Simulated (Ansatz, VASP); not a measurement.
**One calculation of Ta4N, two programs**

The input INCAR:

```
ALGO = Normal
EDIFF = 1E-7
ENCUT = 520
GGA = PE
ISIF = 2
ISMEAR = 0
ISPIN = 2
LASPH = True
LCHARG = False
LMAXMIX = 4
LORBIT = 11
LREAL = False
LWAVE = False
MAGMOM = 1 1 1 1 0
NBANDS = 36
NELM = 150
PREC = Accurate
SIGMA = 0.1
```

KPOINTS

```
k-points
0
Gamma
  4 4 4
```

POSCAR

```
Ta4N
1.0
    4.2908685883      0.0000000000      0.0000000000
    0.0000000000      4.2908685883      0.0000000000
    0.0000000000      0.0000000000      4.2908685883
Ta N
4 1
Direct
    0.5000000000      0.0000000000      0.0000000000
    0.0000000000      0.5000000000      0.0000000000
    0.0000000000      0.0000000000      0.5000000000
    0.5000000000      0.5000000000      0.5000000000
    0.0000000000      0.0000000000      0.0000000000
```

Input for Ansatz:

```yaml
crystal:
  lattice:
    - [4.2908685883, 0.0, 0.0]
    - [0.0, 4.2908685883, 0.0]
    - [0.0, 0.0, 4.2908685883]
  atoms:
    - { symbol: Ta, position: [0.5, 0.0, 0.0], spin: 1.0 }
    - { symbol: Ta, position: [0.0, 0.5, 0.0], spin: 1.0 }
    - { symbol: Ta, position: [0.0, 0.0, 0.5], spin: 1.0 }
    - { symbol: Ta, position: [0.5, 0.5, 0.5], spin: 1.0 }
    - { symbol: "N", position: [0.0, 0.0, 0.0] }
basis:
  ecutwfc: 420
kpoints:
  mp_grid: { grid: [4, 4, 4] }
hamiltonian:
  xc: pbe
scf:
  occupations: { method: gaussian, width: 0.1 }
  lower_state_search: "off"
output:
  forces: true
  stress: true
  eigenvalues: true
  populations: true
magnetization:
  spin_polarized: true
```

Change from the starting cell: species swapped into the Co4N type (Pm-3m, No. 221).

Alike in both runs: task single point; functional PBE; k mesh 4 × 4 × 4; occupations gaussian, width 0.1 eV; collinear spin.

|  | VASP | Ansatz |
| --- | --- | --- |
| version | VASP 6.6.1 | Ansatz 0.2.0 |
| potentials or method | VASP PAW PBE potentials, release 64 (Ta_pv, N), cutoff 520 eV | scalar-relativistic, plane waves, PAW |
| valence electrons in the cell | 49 | 57 |

```tsv
	VASP	Ansatz	Ansatz less VASP
gap on the k mesh at the Fermi level (eV)	none	none	-
pressure (GPa)	0.3	0.0	-0.22
net moment per atom (μB)	0.00	0.00	0.000
```

A gap of «none» marks a metal or a gap that the smearing closes. VASP's potentials hold 49 valence electrons a cell and Ansatz's 57, so a difference there can come from the potentials and not from the codes. Ansatz's warnings: seeded moment not kept.

The k mesh is coarse, so the values compare programs but aren't converged. Neither program's run includes spin-orbit coupling.
